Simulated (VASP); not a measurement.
Wanted: the native input for a VASP 6.6.1 run.

| Quantity | Value |
| --- | --- |
| Task | single point |
| Functional | PBE |
| Dispersion | D3(BJ) |
| Potentials or basis | VASP PAW PBE potentials, release 64 (Al) |
| Cutoff | 520 eV |
| k mesh | 18 × 18 × 6 |
| Occupations | gaussian, width 0.15 eV |
| Spin | no spin polarisation |
| Dipole correction | no |
| Further INCAR settings | ALGO = Normal; EDIFF = 1e-07; NBANDS = 14 |

The structure of Al lies in POSCAR:

```
Al
1.0
    2.8520656263      0.0000000000      0.0000000000
   -1.4260328132      2.4699612856      0.0000000000
    0.0000000000      0.0000000000      9.1788028050
Al
4
Direct
    0.0000000000      0.0000000000      0.0000000000
    0.3333333333      0.6666666667      0.2500000000
    0.0000000000      0.0000000000      0.5000000000
    0.6666666667      0.3333333333      0.7500000000
```

This isn't the form of Al at room conditions, which is fcc.

The input as run:

INCAR

```
SYSTEM = Al
PREC = Accurate
ENCUT = 520
EDIFF = 1E-7
ISMEAR = 0
SIGMA = 0.15
LREAL = .False.
LASPH = .True.
NELM = 80
ALGO = Normal
ISIF = 2
LWAVE = .False.
LCHARG = .True.
GGA = PE
IVDW = 12
LELF = .True.
LVHAR = .True.
NBANDS = 14
```

KPOINTS

```
Automatic mesh
0
Gamma
  18 18 6
  0 0 0
```

Potentials or basis: VASP PAW PBE potentials, release 64 (Al).

Run with:

```sh
$ cat potpaw_PBE.64/Al/POTCAR > POTCAR
$ mpirun -np 1 vasp_std > vasp.out
```

It gave:

```json
{
  "Pressure": "-1.7 GPa",
  "Band gap on the k mesh": "zero (bands 6 and 7 overlap by 5.72 eV)",
  "Dispersion energy per atom": "-0.344 eV"
}
```

Run time: 2.1 min on 1 thread of Intel Xeon 8259CL (shared host), peak memory 0.26 GiB.
